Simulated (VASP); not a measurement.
Input of a VASP 6.6.1 run:

The input INCAR:

```
ALGO = Normal
EDIFF = 1E-6
EDIFFG = -0.025
ENCUT = 600
GGA = PE
IBRION = 2
ISIF = 3
ISMEAR = 0
LASPH = T
LCHARG = F
LREAL = F
LWAVE = F
NELM = 80
NSW = 80
PREC = Accurate
SIGMA = 0.1
```

Contents of KPOINTS:

```
k-points
0
Gamma
  4 4 1
```

POSCAR

```
Mg5CdSe6
1.0
    4.3515172672     -0.0261768770     -0.0361030993
   -0.0261768770      4.1827375720     -0.0883654133
   -0.1524198105     -0.3730604802     17.7946583171
Mg Cd Se
5 1 6
Direct
    0.0207884217      0.0714272797      0.6683827165
    0.5287570816      0.4486395708      0.8344784892
    0.5097874379      0.5510442226      0.1759330513
    0.0125178356     -0.0389103677      0.3363405843
    0.4780117147      0.4731553674      0.4891655006
   -0.0374875287     -0.0339247879     -0.0071653768
    0.5893374496      0.0183078374      0.7388411333
   -0.0762819590      0.4821624349      0.9023555041
    0.4899828188      0.0093514972      0.0935018020
    0.0212378327      0.5022536930      0.2444741308
    0.4767813642     -0.0050002045      0.4337142055
   -0.0134324692      0.5214934570      0.5899782592
```

Potentials or basis: VASP PAW PBE potentials, release 64 (Mg, Cd, Se).

Launch:

```bash
$ cat potpaw_PBE.64/Mg/POTCAR potpaw_PBE.64/Cd/POTCAR potpaw_PBE.64/Se/POTCAR > POTCAR
$ mpirun -np 1 vasp_std > vasp.out
```

Task: Predict the relaxed volume.

Result: 27.40 Å³/atom.

Task: Estimate the space group after relaxing (to 0.1 Å).

Result: C2 (No. 5).

The path:
| step | energy change (eV) | largest force (eV/Å) | pressure (GPa) | volume (Å³) |
| --- | --- | --- | --- | --- |
| 1 | 0.0000 | 6.2830 | 4.28 | 323.71 |
| 2 | -2.5201 | 1.3473 | -2.76 | 358.41 |
| 3 | -2.5402 | 1.4097 | -2.15 | 352.65 |
| 4 | -3.1066 | 0.7688 | -0.83 | 336.34 |
| 5 | -3.2299 | 0.5540 | 0.55 | 325.09 |
| 6 | -3.3342 | 0.3679 | 0.17 | 326.67 |
| 7 | -3.3548 | 0.3799 | -0.02 | 327.74 |
| 8 | -3.3804 | 0.2838 | -0.01 | 327.74 |
| 9 | -3.3998 | 0.2664 | 0.03 | 327.73 |
| 10 | -3.4203 | 0.2091 | 0.02 | 328.01 |
| 11 | -3.4432 | 0.2330 | -0.02 | 328.74 |
| 12 | -3.4634 | 0.1500 | -0.03 | 328.89 |
| 13 | -3.4701 | 0.1335 | -0.04 | 329.03 |
| 14 | -3.4772 | 0.0649 | 0.03 | 328.58 |
| 15 | -3.4785 | 0.0934 | 0.06 | 328.28 |
| 16 | -3.4813 | 0.0463 | -0.04 | 329.06 |
| 17 | -3.4815 | 0.0436 | -0.08 | 329.34 |
| 18 | -3.4824 | 0.0312 | 0.05 | 328.38 |
| 19 | -3.4824 | 0.0304 | 0.03 | 328.49 |
| 20 | -3.4827 | 0.0224 | -0.01 | 328.77 |
